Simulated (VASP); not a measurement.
# PtSe2 (P-3m1) in VASP: notebook

Runs on PtSe2. Level: LDA+U. Tasks: single point.

Everything below comes from runs of VASP 6.6.1. Logs are shortened: lines on timing, memory, paths and dates and some standing lists are left out, and cuts for length are marked.

## Step 1: The cell of the first run

The structure is trigonal, space group P-3m1 (No. 164). The conventional cell has a = 3.724 Å, b = 3.724 Å, c = 5.062 Å, α = 90.00°, β = 90.00°, γ = 120.00°. Pt (site symmetry -3m) has 6 Se at 2.49 Å within 3.3 Å. Se (site symmetry 3m) has 3 Pt at 2.49 Å and 6 Se at 3.32 Å within 3.4 Å.

## Step 2: Single point, LDA+U

The input, POSCAR:

```
PtSe2
1.0
    3.7240000000      0.0000000000      0.0000000000
   -1.8620000000      3.2250786037      0.0000000000
    0.0000000000      0.0000000000      5.0620000000
Pt Se
1 2
Direct
    0.0000000000      0.0000000000      0.0000000000
    0.6666666667      0.3333333333      0.7500000000
    0.3333333333      0.6666666667      0.2500000000
```

The input, INCAR.step1:

```
PREC = Accurate
ENCUT = 520
EDIFF = 1E-6
ISMEAR = -1
SIGMA = 0.05
LREAL = False
LASPH = True
NELM = 150
ALGO = Normal
ISIF = 2
LWAVE = False
LCHARG = True
LMAXMIX = 4
LDAU = True
LDAUTYPE = 2
LDAUL = 2 -1
LDAUU = 2 0
LDAUJ = 0 0
LDAUPRINT = 1
NBANDS = 18
```

The input, KPOINTS.step1:

```
regular mesh
0
Gamma
  8 8 5
```

The input, INCAR.step2:

```
PREC = Accurate
ENCUT = 520
EDIFF = 1E-6
ISMEAR = -5
SIGMA = 0.05
LREAL = False
LASPH = True
NELM = 150
ALGO = Normal
ISIF = 2
LWAVE = False
LCHARG = False
LMAXMIX = 4
LDAU = True
LDAUTYPE = 2
LDAUL = 2 -1
LDAUU = 2 0
LDAUJ = 0 0
LDAUPRINT = 1
LORBIT = 11
NBANDS = 18
NEDOS = 2001
ICHARG = 11
```

The input, KPOINTS.step2:

```
regular mesh
0
Gamma
  12 12 8
```

Potentials or basis: VASP PAW LDA potentials, release 64 (Pt, Se).

Launch:

```
> cat potpaw_LDA.64/Pt/POTCAR potpaw_LDA.64/Se/POTCAR > POTCAR
> cp INCAR.step1 INCAR
> cp KPOINTS.step1 KPOINTS
> mpirun -np 1 vasp_std > vasp.out
> cp INCAR.step2 INCAR
> cp KPOINTS.step2 KPOINTS
> mpirun -np 1 vasp_std > vasp.out
```

OUTCAR:

```text
PREC = Accurate
   ENCUT = 520
   EDIFF = 1E-6
   ISMEAR = -5
   LREAL = False
   LASPH = True
   NELM = 150
   ISIF = 2
   LORBIT = 11
   ICHARG = 11

 ion  position               nearest neighbor table
   1  0.000  0.000  0.000-   2 2.49   3 2.49   2 2.49   3 2.49   2 2.49   3 2.49
   2  0.667  0.333  0.750-   1 2.49   1 2.49   1 2.49
   3  0.333  0.667  0.250-   1 2.49   1 2.49   1 2.49

  LATTYP: Found a hexagonal cell.
 ALAT       =     3.7240000000
 C/A-ratio  =     1.3592910849

  Lattice vectors:

 A1 = (   3.7240000000,   0.0000000000,   0.0000000000)
 A2 = (  -1.8620000000,   3.2250786037,   0.0000000000)
 A3 = (   0.0000000000,   0.0000000000,   5.0620000000)

Analysis of symmetry for initial positions (statically):
=====================================================================
 Subroutine PRICEL returns:
 Original cell was already a primitive cell.

 Routine SETGRP: Setting up the symmetry group for a
 hexagonal supercell.

 Subroutine GETGRP returns: Found 12 space group operations
 (whereof 12 operations were pure point group operations)
 out of a pool of 24 trial point group operations.

The static configuration has the point symmetry D_3d.

Analysis of symmetry for dynamics (positions and initial velocities):
=====================================================================
 Subroutine PRICEL returns:
 Original cell was already a primitive cell.

 Routine SETGRP: Setting up the symmetry group for a
 hexagonal supercell.

 Subroutine GETGRP returns: Found 12 space group operations
 (whereof 12 operations were pure point group operations)
 out of a pool of 24 trial point group operations.

The dynamic configuration has the point symmetry D_3d.

 Subroutine INISYM returns: Found 12 space group operations
 (whereof 12 operations are pure point group operations),
 and found     1 'primitive' translations

[... 149 lines left out ...]
  0.0000  0.0970  0.0000 -0.0000  0.8343

spin component  2

  0.8343  0.0000  0.0000  0.0970  0.0000
  0.0000  0.7776  0.0000 -0.0000  0.0970
  0.0000  0.0000  0.9035 -0.0000  0.0000
  0.0970 -0.0000 -0.0000  0.7776 -0.0000
  0.0000  0.0970  0.0000 -0.0000  0.8343

 occupancies and eigenvectors

  o =  0.7050  v = -0.5998  0.0000  0.0000  0.8002  0.0000  0.0000  0.0000  0.0000  0.0000  0.0000      0.0000  0.0000  0.0000  0.0000  0.0000  0.0000  0.0000  0.0000  0.0000  0.0000
  o =  0.7050  v =  0.0000  0.0000  0.0000  0.0000  0.0000 -0.5998  0.0000  0.0000  0.8002  0.0000      0.0000  0.0000  0.0000  0.0000  0.0000  0.0000  0.0000  0.0000  0.0000  0.0000
  o =  0.7050  v =  0.0000  0.8002  0.0000  0.0000 -0.5998  0.0000  0.0000  0.0000  0.0000  0.0000      0.0000  0.0000  0.0000  0.0000  0.0000  0.0000  0.0000  0.0000  0.0000  0.0000
  o =  0.7050  v =  0.0000  0.0000  0.0000  0.0000  0.0000  0.0000  0.8002  0.0000  0.0000 -0.5998      0.0000  0.0000  0.0000  0.0000  0.0000  0.0000  0.0000  0.0000  0.0000  0.0000
  o =  0.9035  v =  0.0000  0.0000  0.0000  0.0000  0.0000  0.0000  0.0000 -1.0000  0.0000  0.0000      0.0000  0.0000  0.0000  0.0000  0.0000  0.0000  0.0000  0.0000  0.0000  0.0000
  o =  0.9035  v =  0.0000  0.0000 -1.0000  0.0000  0.0000  0.0000  0.0000  0.0000  0.0000  0.0000      0.0000  0.0000  0.0000  0.0000  0.0000  0.0000  0.0000  0.0000  0.0000  0.0000
  o =  0.9070  v = -0.8002  0.0000 -0.0000 -0.5998  0.0000  0.0000  0.0000  0.0000  0.0000  0.0000      0.0000  0.0000  0.0000  0.0000  0.0000  0.0000  0.0000  0.0000  0.0000  0.0000
  o =  0.9070  v =  0.0000  0.0000  0.0000  0.0000  0.0000 -0.8002  0.0000 -0.0000 -0.5998  0.0000      0.0000  0.0000  0.0000  0.0000  0.0000  0.0000  0.0000  0.0000  0.0000  0.0000
  o =  0.9070  v =  0.0000  0.5998  0.0000 -0.0000  0.8002  0.0000  0.0000  0.0000  0.0000  0.0000      0.0000  0.0000  0.0000  0.0000  0.0000  0.0000  0.0000  0.0000  0.0000  0.0000
  o =  0.9070  v =  0.0000  0.0000  0.0000  0.0000  0.0000  0.0000  0.5998  0.0000 -0.0000  0.8002      0.0000  0.0000  0.0000  0.0000  0.0000  0.0000  0.0000  0.0000  0.0000  0.0000

 number of electron      21.9999998 magnetization

 Free energy of the ion-electron system (eV)
  ---------------------------------------------------
  ext. energy  EPLUGINS =         0.00000000
  ---------------------------------------------------
  free energy    TOTEN  =       -15.66472305 eV

  energy without entropy =      -15.66472305  energy(sigma->0) =      -15.66472305

 E-fermi :   6.4712     XC(G=0): -10.8917

 val. band max:        6.4936797915   @ k =   0.0000   0.1667   0.1250
 cond. band min:       6.3606754641   @ k =   0.3333   0.3333   0.0000
 fundamental gap:     -0.1330043275
 Fermi energy:         6.4711841532

 k-point     1 :       0.0000    0.0000    0.0000
  band No.  band energies     occupation
      1      -9.2348      2.00000
      2      -6.4262      2.00000
      3      -0.8885      2.00000
      4      -0.1970      2.00000
      5      -0.1970      2.00000
      6       2.0064      2.00000
[... 481 lines left out ...]
      5       0.2161      2.00000
      6       1.5700      2.00000
[... 10 lines left out ...]
     17      14.9362      0.00000
     18      15.1192      0.00000

 [... further k-points ...]
[... 5 lines left out ...]
  --------------------------------------------------------------------------------------
  -------------------------------------------------------------------------------------
  Total       -0.5103886     -0.5103886     -0.7298759     -0.0000000      0.0000000      0.0000000
  in kB      -13.4505322    -13.4505322    -19.2347916     -0.0000000      0.0000000      0.0000000
  external PRESSURE =     -15.3786187 kB  Pullay stress =       0.0000000 kB

 VOLUME and BASIS-vectors are now :
 -----------------------------------------------------------------------------
  energy-cutoff  :      520.00
  volume of cell :       60.80
      direct lattice vectors                 reciprocal lattice vectors
     3.724000000  0.000000000  0.000000000     0.268528464  0.155034981  0.000000000
    -1.862000000  3.225078604  0.000000000     0.000000000  0.310069962  0.000000000
     0.000000000  0.000000000  5.062000000     0.000000000  0.000000000  0.197550375

 POSITION                                       TOTAL-FORCE (eV/Angst)
 -----------------------------------------------------------------------------------
      0.00000      0.00000      0.00000        -0.000000      0.000000      0.000000
      1.86200      1.07503      3.79650        -0.000000      0.000000     -0.105693
     -0.00000      2.15005      1.26550         0.000000      0.000000      0.105693
 -----------------------------------------------------------------------------------
    total drift:                               -0.000000     -0.000000     -0.000000

  FREE ENERGIE OF THE ION-ELECTRON SYSTEM (eV)
  ---------------------------------------------------
  free  energy   TOTEN  =       -15.6647230547 eV

  energy  without entropy=      -15.6647230547  energy(sigma->0) =      -15.66472305

 total charge

# of ion       s       p       d       tot
------------------------------------------
    1        0.679   0.706   8.191   9.576
    2        1.489   2.235   0.068   3.791
    3        1.489   2.235   0.068   3.791
--------------------------------------------------
tot          3.657   5.175   8.326  17.159
```

OSZICAR.step1:

```text
N       E                     dE             d eps       ncg     rms          rms(c)
DAV:   1     0.108890849589E+03    0.10889E+03   -0.99902E+03  1456   0.107E+03
DAV:   2    -0.112552981404E+02   -0.12015E+03   -0.11633E+03  1802   0.213E+02
DAV:   3    -0.161586692298E+02   -0.49034E+01   -0.48710E+01  1692   0.427E+01
DAV:   4    -0.161961874751E+02   -0.37518E-01   -0.37505E-01  1814   0.411E+00
DAV:   5    -0.161965664373E+02   -0.37896E-03   -0.37895E-03  1692   0.395E-01    0.144E+01
DAV:   6    -0.157919411968E+02    0.40463E+00   -0.25486E+00  1502   0.149E+01    0.746E+00
DAV:   7    -0.156931147242E+02    0.98826E-01   -0.53963E-01  1486   0.715E+00    0.381E+00
DAV:   8    -0.156666508811E+02    0.26464E-01   -0.56934E-02  1602   0.229E+00    0.578E-01
DAV:   9    -0.156663921462E+02    0.25873E-03   -0.80427E-03  1592   0.691E-01    0.199E-01
DAV:  10    -0.156664217126E+02   -0.29566E-04   -0.11077E-03  1614   0.272E-01    0.672E-02
DAV:  11    -0.156664064780E+02    0.15235E-04   -0.72867E-05  1576   0.846E-02    0.244E-02
DAV:  12    -0.156664056247E+02    0.85325E-06   -0.71859E-06  1574   0.192E-02
   1 F= -.15666406E+02 E0= -.15662925E+02  d E =-.696056E-02
```

Run time: 44 s. Hardware: 1 thread of Intel Xeon 6975P-C (Granite Rapids), shared host; peak memory 0.26 GiB.

What came out:

```yaml
Valence_electrons_inside_the_program's_atomic_spheres: Pt 9.58; Se 3.79
```

Levels at points of the mesh, in eV from the Fermi level:
```
           k point  band 9  band 10  band 11  band 12  band 13  band 14
(0.00, 0.00, 0.00)   -1.04    -1.04     0.40     1.38     1.38     3.55
(0.50, 0.00, 0.00)   -3.73    -3.52    -3.16     0.55     2.29     4.68
(0.00, 0.00, 0.50)   -1.84    -1.48    -1.48     2.23     2.23     4.78
(0.50, 0.00, 0.50)   -3.58    -2.81    -1.35     0.90     1.41     4.54
```

Eigenvalues of the final occupation matrices:
| site | spin | trace | eigenvalues |
| --- | --- | --- | --- |
| site 1 d | 1 | 4.13 | 0.70 0.70 0.90 0.91 0.91 |
| site 1 d | 2 | 4.13 | 0.70 0.70 0.90 0.91 0.91 |

Caveat: spin-orbit coupling is left out, which moves the levels of the heavy elements; U without spin polarisation on a metal has little footing; tetrahedron occupations give inexact forces and stress in metals.

(Part 1 of 2 ends here.)
